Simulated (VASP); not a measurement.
# Al (P2_1/m) in VASP: a series of runs

Al is run at these levels: PBEsol; tasks: single point.

Everything below comes from runs of VASP 6.6.1. Logs are shortened: lines on timing, memory, paths and dates and some standing lists are left out, and cuts for length are marked.

### 1 The cell of the first run

The typed cell holds 4 atoms: a = 2.836 Å, b = 2.830 Å, c = 9.322 Å, α = 90.00°, β = 90.00°, γ = 119.78°.

This isn't the form of Al at room conditions, which is fcc.

### 2 Single point, PBEsol (strain +0.0050 x Voigt [0, 0, 0, 0, 0, 1])

Input file INCAR:

```
PREC = Accurate
ENCUT = 520
EDIFF = 1E-7
ISMEAR = 0
SIGMA = 0.15
LREAL = F
LASPH = T
NELM = 100
ALGO = Fast
ISIF = 2
LWAVE = F
LCHARG = F
GGA = PS
NBANDS = 14
```

Input file KPOINTS:

```
Automatic mesh
0
Gamma
  18 18 6
```

Input file POSCAR:

```
Al
1.0
    2.8362844918      0.0070907112      0.0000000000
   -1.4120015098      2.4527490666      0.0000000000
    0.0000000000      0.0000000000      9.3221494563
Al
4
Direct
    0.0000000000      0.0000000000      0.0000000000
    0.3333333333      0.6666666667      0.2500000000
    0.0000000000      0.0000000000      0.5000000000
    0.6666666667      0.3333333333      0.7500000000
```

Potentials or basis: VASP PAW PBE potentials, release 64 (Al).

Run with:

```console
> cat potpaw_PBE.64/Al/POTCAR > POTCAR
> mpirun -np 1 vasp_std > vasp.out
```

OUTCAR:

```text
PREC = Accurate
   ENCUT = 520
   EDIFF = 1E-7
   ISMEAR = 0
   LREAL = F
   LASPH = T
   NELM = 100
   ISIF = 2
   GGA = PS

 ion  position               nearest neighbor table
   1  0.000  0.000  0.000-   2 2.85   4 2.85   2 2.85   4 2.85   4 2.85   2 2.85
   2  0.333  0.667  0.250-   1 2.85   3 2.85   1 2.85   3 2.85   1 2.85   3 2.85
   3  0.000  0.000  0.500-   2 2.85   4 2.85   2 2.85   4 2.85   4 2.85   2 2.85
   4  0.667  0.333  0.750-   1 2.85   3 2.85   1 2.85   3 2.85   1 2.85   3 2.85

  Warning from LATTYP: Monoclinic adjustment (A1->A3, A2->A1, A3->A2)!
  LATTYP: Found a simple monoclinic cell.
 ALAT       =     2.8301459763
 B/A-ratio  =     3.2938758404
 C/A-ratio  =     1.0021721066
 COS(beta)  =    -0.4967465479

  Lattice vectors:

 A1 = (  -1.4120015098,   2.4527490666,   0.0000000000)
 A2 = (   0.0000000000,   0.0000000000,   9.3221494563)
 A3 = (   2.8362844918,   0.0070907112,   0.0000000000)

Analysis of symmetry for initial positions (statically):
=====================================================================
 Subroutine PRICEL returns:
 Original cell was already a primitive cell.

 Routine SETGRP: Setting up the symmetry group for a
 simple monoclinic supercell.

 Subroutine GETGRP returns: Found  4 space group operations
 (whereof  2 operations were pure point group operations)
 out of a pool of  4 trial point group operations.

The static configuration has the point symmetry S_2 .
 The point group associated with its full space group is C_2h.

Analysis of symmetry for dynamics (positions and initial velocities):
=====================================================================
 Subroutine PRICEL returns:
 Original cell was already a primitive cell.

 Routine SETGRP: Setting up the symmetry group for a
 simple monoclinic supercell.

 Subroutine GETGRP returns: Found  4 space group operations
 (whereof  2 operations were pure point group operations)
 out of a pool of  4 trial point group operations.

The dynamic configuration has the point symmetry S_2 .
 The point group associated with its full space group is C_2h.

 Subroutine INISYM returns: Found  4 space group operations
 (whereof  2 operations are pure point group operations),
 and found     1 'primitive' translations

----------------------------------------------------------------------------------------

                                     Primitive cell

  volume of cell :      64.9447

  direct lattice vectors                    reciprocal lattice vectors
     2.836284492  0.007090711  0.000000000     0.352067244  0.202678491  0.000000000
    -1.412001510  2.452749067  0.000000000    -0.001017800  0.407119864  0.000000000
     0.000000000  0.000000000  9.322149456     0.000000000  0.000000000  0.107271398

  length of vectors
     2.836293355  2.830145976  9.322149456     0.406238742  0.407121136  0.107271398

  position of ions in fractional coordinates (direct lattice)
     0.000000000  0.000000000  0.000000000
     0.333333333  0.666666667  0.250000000
     0.000000000  0.000000000  0.500000000
     0.666666667  0.333333333  0.750000000

  ion indices of the primitive-cell ions
   primitive index   ion index
                 1           1
                 2           2
                 3           3
                 4           4

----------------------------------------------------------------------------------------

 KPOINTS: Automatic mesh

Automatic generation of k-mesh.
 Grid dimensions read from file:
 generate k-points for:   18   18    6

 Generating k-lattice:

  Cartesian coordinates                     Fractional coordinates (reciprocal lattice)
     0.019559291  0.011259916  0.000000000     0.055555556  0.000000000  0.000000000
    -0.000056544  0.022617770  0.000000000     0.000000000  0.055555556  0.000000000
     0.000000000  0.000000000  0.017878566     0.000000000  0.000000000  0.166666667

  Length of vectors
     0.022568819  0.022617841  0.017878566

  Shift w.r.t. Gamma in fractional coordinates (k-lattice)
     0.000000000  0.000000000  0.000000000

 Subroutine IBZKPT returns following result:
 ===========================================

 Found    656 irreducible k-points:

 Following reciprocal coordinates:
            Coordinates               Weight
  0.000000  0.000000  0.000000      1.000000
  0.055556 -0.000000  0.000000      2.000000
  0.111111 -0.000000  0.000000      2.000000
  0.166667 -0.000000  0.000000      2.000000
  0.222222 -0.000000  0.000000      2.000000
  0.277778 -0.000000  0.000000      2.000000
[... 16 lines left out ...]
 -0.333333  0.055556  0.000000      2.000000
 -0.277778  0.055556  0.000000      2.000000
 [... further k-points ...]
   k-points           NKPTS =    656   k-points in BZ     NKDIM =    656   number of bands    NBANDS=     14
   number of dos      NEDOS =    301   number of ions     NIONS =      4
   total plane-waves  NPLWV =  40320
   dimension x,y,z NGX =    24 NGY =   24 NGZ =   70
   dimension x,y,z NGXF=    48 NGYF=   48 NGZF=  140
   ions per type =               4
   NGX,Y,Z   is equivalent  to a cutoff of  14.07, 14.10, 12.48 a.u.
   NGXF,Y,Z  is equivalent  to a cutoff of  28.13, 28.20, 24.97 a.u.
 SYSTEM =  unknown system
   PREC   = accura    normal or accurate (medium, high low for compatibility)
   ISTART =      0    job   : 0-new  1-cont  2-samecut
   ICHARG =      2    charge: 1-file 2-atom 10-const
   ISPIN  =      1    spin polarized calculation?
   LNONCOLLINEAR =      F non collinear calculations
   LSORBIT =      F    spin-orbit coupling
   LASPH  =      T    aspherical Exc in radial PAW
   ENCUT  =  520.0 eV  38.22 Ry    6.18 a.u.   5.27  5.26 17.33*2*pi/ulx,y,z
   NELM   =    100;   NELMIN=  2; NELMDL= -5     # of ELM steps
   EDIFF  = 0.1E-06   stopping-criterion for ELM
   LREAL  =      F    real-space projection
   EDIFFG = 0.1E-05   stopping-criterion for IOM
   NSW    =      0    number of steps for IOM
   IBRION =     -1    ionic relax: 0-MD 1-quasi-New 2-CG
   NFREE  =      0    steps in history (QN), initial steepest desc. (CG)
   ISIF   =      2    stress and relaxation
   ISYM   =      2    0-nonsym 1-usesym 2-fastsym
   POTIM  = 0.5000    time-step for ionic-motion
   TEBEG  =    0.0;   TEEND  =   0.0 temperature during run
   PSTRESS=    0.0 pullay stress
   NELECT =      12.0000    total number of electrons
   NUPDOWN=      -1.0000    fix difference up-down
   EMIN   =  10.00;   EMAX   =-10.00  energy-range for DOS
   EFERMI =   0.00;   METHOD = LEGACY
   ISMEAR =     0;   SIGMA  =   0.15  broadening in eV -4-tet -1-fermi 0-gaus
   EFERMI_NEDOS =   21; number of points for ismear=-14 and -15
   IALGO  =     68    algorithm
   IMIX   =      4    mixing-type and parameters
     AMIX     =   0.40;   BMIX     =  1.00
     AMIX_MAG =   1.60;   BMIX_MAG =  1.00
  volume/ion in A,a.u.               =      16.24       109.57
  Fermi-wavevector in a.u.,A,eV,Ry     =   0.932440  1.762055 11.829499  0.869444
  Thomas-Fermi vector in A             =   2.059038
   LORBIT       =      0    0 simple, 1 ext, 2 COOP (PROOUT), +10 PAW based schemes
   GGA     = PS    functional components
   LHFCALC =     F    Hartree Fock is set to
   AEXX    =    0.0000 exact exchange contribution
   IVDW    =     0    specifies the selected vdW correction
   LEPSILON=     F    determine dielectric tensor
   LRPA    =     F    only Hartree local field effects (RPA)
 non-spin polarized calculation
 RMM-DIIS sequential band-by-band and
 Gauss-broadening in eV      SIGMA  =   0.15
  energy-cutoff  :      520.00
  volume of cell :       64.94
 maximum number of plane-waves:      1772
 NGX is ok and might be reduce to    24
   NGX = 11   NGY = 11   NGZ = 35

 number of electron      12.0000000 magnetization

 Free energy of the ion-electron system (eV)
  ---------------------------------------------------
  ext. energy  EPLUGINS =         0.00000000
  ---------------------------------------------------
  free energy    TOTEN  =       -16.32630424 eV

  energy without entropy =      -16.30885207  energy(sigma->0) =      -16.31757816

 E-fermi :   8.1076     XC(G=0): -10.3163

 val. band max:        8.1047659238   @ k =   0.5000   0.0556   0.3333
 cond. band min:       8.1098986955   @ k =   0.4444   0.0556   0.3333
 fundamental gap:      0.0051327717
 Fermi energy:         8.1075897666

 k-point     1 :       0.0000    0.0000    0.0000
  band No.  band energies     occupation
      1      -3.1243      2.00000
      2      -1.4345      2.00000
      3      -1.4285      2.00000
      4       3.4266      2.00000
      5       3.6415      2.00000
      6      11.4624      0.00000
      7      11.4734      0.00000
      8      18.9294      0.00000
      9      19.0482      0.00000
     10      19.0894      0.00000
     11      19.2189      0.00000
     12      20.0489      0.00000
     13      20.1779      0.00000
     14      20.2146      0.00000

 k-point     2 :       0.0556   -0.0000    0.0000
  band No.  band energies     occupation
      1      -3.0489      2.00000
      2      -1.3601      2.00000
      3      -1.3541      2.00000
      4       3.4963      2.00000
      5       3.7150      2.00000
      6      11.5230      0.00000
      7      11.5363      0.00000
      8      17.2813      0.00000
      9      18.0321      0.00000
     10      18.6287      0.00000
     11      18.7077      0.00000
     12      19.2973      0.00000
     13      19.4153      0.00000
     14      19.4466      0.00000

 k-point     3 :       0.1111   -0.0000    0.0000
  band No.  band energies     occupation
      1      -2.8231      2.00000
      2      -1.1369      2.00000
      3      -1.1311      2.00000
      4       3.7055      2.00000
      5       3.9350      2.00000
      6      11.6948      0.00000
      7      11.7205      0.00000
      8      15.2357      0.00000
      9      16.6044      0.00000
     10      16.6926      0.00000
     11      17.0703      0.00000
     12      18.4993      0.00000
     13      18.5019      0.00000
     14      18.5534      0.00000

 k-point     4 :       0.1667   -0.0000    0.0000
  band No.  band energies     occupation
      1      -2.4476      2.00000
      2      -0.7659      2.00000
      3      -0.7602      2.00000
      4       4.0541      2.00000
      5       4.2986      2.00000
      6      11.8801      0.00000
      7      11.9973      0.00000
      8      13.3138      0.00000
      9      14.5763      0.00000
     10      14.7118      0.00000
     11      16.2365      0.00000
     12      17.5838      0.00000
     13      17.6758      0.00000
     14      17.6813      0.00000

 k-point     5 :       0.2222   -0.0000    0.0000
  band No.  band energies     occupation
      1      -1.9236      2.00000
      2      -0.2481      2.00000
      3      -0.2428      2.00000
      4       4.5415      2.00000
      5       4.7998      2.00000
      6      10.9463      0.00000
      7      12.0390      0.00000
      8      12.5728      0.00000
      9      12.7744      0.00000
     10      13.1706      0.00000
     11      15.5320      0.00000
[... 276 lines left out ...]
 k-point    22 :      -0.3889    0.0556    0.0000
  band No.  band energies     occupation
      1       0.0812      2.00000
      2       1.7313      2.00000
      3       1.7337      2.00000
      4       6.1676      2.00000
      5       6.3941      2.00000
      6       7.1440      2.00000
      7       8.2361      0.22562
      8       8.3395      0.02875
      9      12.5569      0.00000
     10      12.7335      0.00000
     11      13.3659      0.00000
     12      13.9835      0.00000
     13      14.5140      0.00000
     14      14.8812      0.00000

 k-point    23 :      -0.3333    0.0556    0.0000
  band No.  band energies     occupation
      1      -0.8053      2.00000
      2       0.8565      2.00000
      3       0.8606      2.00000
      4       5.5836      2.00000
      5       5.8146      2.00000
      6       8.3897      0.00782
      7       9.8525      0.00000
      8       9.9436      0.00000
      9      13.0873      0.00000
     10      13.5202      0.00000
     11      13.7912      0.00000
     12      14.3280      0.00000
     13      14.7096      0.00000
     14      15.3391      0.00000

 k-point    24 :      -0.2778    0.0556    0.0000
  band No.  band energies     occupation
      1      -1.5486      2.00000
      2       0.1223      2.00000
      3       0.1273      2.00000
      4       4.8911      2.00000
      5       5.1524      2.00000
      6      10.1178      0.00000
      7      11.5061      0.00000
      8      11.7171      0.00000
      9      12.8894      0.00000
     10      13.0849      0.00000
     11      14.1189      0.00000
     12      15.4899      0.00000
     13      15.5500      0.00000
     14      16.4270      0.00000

 [... further k-points ...]

------------------------ aborting loop because EDIFF is reached ----------------------------------------

  FORCE on cell =-STRESS in cart. coord.  units (eV):
  Direction    XX          YY          ZZ          XY          YZ          ZX
  --------------------------------------------------------------------------------------
  -------------------------------------------------------------------------------------
  Total        0.0273869      0.0307023      0.0288905     -0.0817217      0.0000000      0.0000000
  in kB        0.6756311      0.7574228      0.7127246     -2.0160638      0.0000000      0.0000000
  external PRESSURE =       0.7152595 kB  Pullay stress =       0.0000000 kB

 VOLUME and BASIS-vectors are now :
 -----------------------------------------------------------------------------
  energy-cutoff  :      520.00
  volume of cell :       64.94
      direct lattice vectors                 reciprocal lattice vectors
     2.836284492  0.007090711  0.000000000     0.352067244  0.202678491  0.000000000
    -1.412001510  2.452749067  0.000000000    -0.001017800  0.407119864  0.000000000
     0.000000000  0.000000000  9.322149456     0.000000000  0.000000000  0.107271398

 POSITION                                       TOTAL-FORCE (eV/Angst)
 -----------------------------------------------------------------------------------
      0.00000      0.00000      0.00000         0.000000      0.000000      0.000000
      0.00409      1.63753      2.33054         0.002415      0.000005     -0.000000
      0.00000      0.00000      4.66107         0.000000      0.000000      0.000000
      1.42019      0.82231      6.99161        -0.002415     -0.000005      0.000000
 -----------------------------------------------------------------------------------
    total drift:                               -0.000000      0.000000      0.000000

  FREE ENERGIE OF THE ION-ELECTRON SYSTEM (eV)
  ---------------------------------------------------
  free  energy   TOTEN  =       -16.3263042435 eV

  energy  without entropy=      -16.3088520736  energy(sigma->0) =      -16.31757816
```

Wall time 11 min (1 thread of Intel Xeon 8259CL, shared host); peak memory 0.53 GiB.

What came out:

- Free energy: -16.3263 eV
- Pressure: 0.1 GPa
- Band gap on the k mesh: zero (bands 6 and 7 overlap by 5.46 eV)

Forces on the atoms (eV/Å):
```
Al   0.000  0.000  0.000
Al   0.002  0.000  0.000
Al   0.000  0.000  0.000
Al  -0.002  0.000  0.000
```

Stress tensor (GPa, compression positive):
```
 0.07 -0.20  0.00
-0.20  0.08  0.00
 0.00  0.00  0.07
```

Levels at points of the mesh, in eV from the Fermi level:
```
           k point  band 2  band 3  band 4  band 5  band 6  band 7  band 8  band 9  band 10  band 11
(0.00, 0.00, 0.00)   -9.54   -9.54   -4.68   -4.47    3.35    3.37   10.82   10.94    10.98    11.11
(0.50, 0.00, 0.00)   -5.22   -3.96   -3.89   -3.36   -3.27    0.80    1.25    1.27     1.60     5.83
(0.00, 0.50, 0.00)   -5.20   -3.94   -3.88   -3.32   -3.24    0.83    1.27    1.29     1.63     5.75
(0.50, 0.50, 0.00)   -5.17   -3.92   -3.86   -3.29   -3.22    0.86    1.29    1.32     1.66     5.67
(0.00, 0.00, 0.50)  -10.81   -7.45   -7.45   -0.95   -0.95    8.23    8.23   11.15    11.15    11.26
(0.50, 0.00, 0.50)   -4.91   -4.82   -4.82   -1.89   -1.89   -1.23   -1.23    4.53     4.53     4.70
(0.00, 0.50, 0.50)   -4.88   -4.80   -4.80   -1.86   -1.86   -1.20   -1.20    4.56     4.56     4.72
(0.50, 0.50, 0.50)   -4.85   -4.78   -4.78   -1.83   -1.83   -1.18   -1.18    4.59     4.59     4.73
```

Caveat: the cell differs from its parent crystal (strain +0.0050 x Voigt [0, 0, 0, 0, 0, 1]); the PAW data sets were made with another functional, which shifts forces and pressure a little.

### 3 Single point, PBEsol (strain -0.0200 x Voigt [0, 0, 0, 0, 0, 1])

Input file INCAR:

```
SYSTEM = Al
  PREC = Accurate
  ENCUT = 520
  EDIFF = 1E-6
  ISMEAR = 0
  SIGMA = 0.15
  LREAL = .False.
  LASPH = .True.
  NELM = 100
  ALGO = Fast
  ISIF = 2
  LWAVE = .False.
  LCHARG = .False.
  GGA = PS
  NBANDS = 14
```

Input file KPOINTS:

```
Automatic mesh
0
Gamma
  18 18 6
  0 0 0
```

POSCAR: that of step 2 with these lines changed.

```diff
@@ -2,4 +2,4 @@
 1.0
-    2.8362844918      0.0070907112      0.0000000000
-   -1.4120015098      2.4527490666      0.0000000000
+    2.8362844918     -0.0283628449      0.0000000000
+   -1.4427051901      2.4704758447      0.0000000000
     0.0000000000      0.0000000000      9.3221494563
```

Potentials or basis: VASP PAW PBE potentials, release 64 (Al).

Run with:

```console
> cat potpaw_PBE.64/Al/POTCAR > POTCAR
> mpirun -np 1 vasp_std > vasp.out
```

Run time: 3.7 min. Hardware: 1 thread of Intel Xeon 6975P-C (Granite Rapids), shared host; peak memory 0.53 GiB.

It converged, with:

```
Free energy            : -16.3234 eV
Pressure               : 0.1 GPa
Largest force          : 0.008 eV/Å
Band gap on the k mesh : zero (bands 6 and 7 overlap by 5.57 eV)
```

Forces in eV/Å, atoms in the order of the input:
```
Al   0.000  0.000  0.000
Al  -0.008  0.001  0.000
Al   0.000  0.000  0.000
Al   0.008 -0.001  0.000
```

Stress tensor (GPa, compression positive):
```
0.01 0.71 0.00
0.71 0.14 0.00
0.00 0.00 0.14
```

Levels at points of the mesh, in eV from the Fermi level:
```csv
k point,band 2,band 3,band 4,band 5,band 6,band 7,band 8,band 9,band 10,band 11
"(0.00, 0.00, 0.00)",-9.55,-9.54,-4.68,-4.47,3.35,3.36,10.63,10.78,11.11,11.29
"(0.50, 0.00, 0.00)",-5.11,-3.85,-3.81,-3.19,-3.14,0.94,1.35,1.39,1.74,5.43
"(0.00, 0.50, 0.00)",-5.20,-3.94,-3.88,-3.33,-3.25,0.83,1.27,1.29,1.63,5.75
"(0.50, 0.50, 0.00)",-5.29,-4.03,-3.95,-3.47,-3.36,0.72,1.19,1.20,1.50,6.07
"(0.00, 0.00, 0.50)",-10.81,-7.45,-7.45,-0.95,-0.95,8.22,8.22,10.96,10.96,11.14
"(0.50, 0.00, 0.50)",-4.78,-4.71,-4.71,-1.76,-1.76,-1.10,-1.10,4.66,4.66,4.76
"(0.00, 0.50, 0.50)",-4.88,-4.80,-4.80,-1.86,-1.86,-1.21,-1.21,4.56,4.56,4.71
"(0.50, 0.50, 0.50)",-4.99,-4.89,-4.89,-1.96,-1.96,-1.31,-1.31,4.45,4.45,4.66
```

Caveat: the cell differs from its parent crystal (strain -0.0200 x Voigt [0, 0, 0, 0, 0, 1]); the PAW data sets were made with another functional, which shifts forces and pressure a little.

(Part 1 of 2 ends here.)
